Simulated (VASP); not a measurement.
Here is a VASP 6.6.1 calculation.

POSCAR

```
TiO2
1.0
    2.6711600402     -2.6712510909     -0.0201684190
    2.6711600402      2.6712510909     -0.0201684190
   -2.6353413730      0.0000000000      4.8120473783
Ti O
2 4
Direct
    0.1249747467      0.8750252533      0.2500000000
    0.8750252533      0.1249747467      0.7500000000
    0.2859597459      0.0359261632      0.5706410670
    0.6677180581      0.9177516408      0.3354553499
    0.9177516408      0.6677180581      0.8354553499
    0.0822483592      0.3322819419      0.1645446501
```

INCAR.step1

```
  PREC = Accurate
  ENCUT = 520
  ISMEAR = 0
  SIGMA = 0.05
  LREAL = F
  LASPH = T
  NELM = 100
  NBANDS = 33
  GGA = PE
  ALGO = Normal
  EDIFF = 1E-4
  LWAVE = T
  LCHARG = F
```

The input INCAR.step2:

```
  PREC = Accurate
  ENCUT = 520
  EDIFF = 1E-6
  ISMEAR = 0
  SIGMA = 0.05
  LREAL = F
  LASPH = T
  NELM = 100
  ALGO = Normal
  ISIF = 2
  LWAVE = F
  LCHARG = T
  METAGGA = R2SCAN
  LMIXTAU = T
  LELF = T
  LVHAR = T
  NBANDS = 33
  ISTART = 1
```

KPOINTS

```
regular mesh
0
Gamma
  6 6 6
```

Potentials or basis: VASP PAW PBE potentials, release 64 (Ti_sv, O).

Run with:

```sh
$ cat potpaw_PBE.64/Ti_sv/POTCAR potpaw_PBE.64/O/POTCAR > POTCAR
$ cp INCAR.step1 INCAR
$ mpirun -np 1 vasp_std > vasp.out
$ cp INCAR.step2 INCAR
$ mpirun -np 1 vasp_std > vasp.out
```

(1) Estimate the band gap on the k mesh.

(2) Predict the largest force.

(3) What does it give for the pressure?

Results:

(1) 1.86 eV (least direct gap 1.95 eV).

(2) 17.520 eV/Å.

(3) 23.2 GPa.

Caveat: the cell differs from its parent crystal (atom 3 (O) moved -0.450 Å along Cartesian [0 0 1]); the cell stands under pressure; the PAW data sets were made with another functional, which shifts forces and pressure a little.
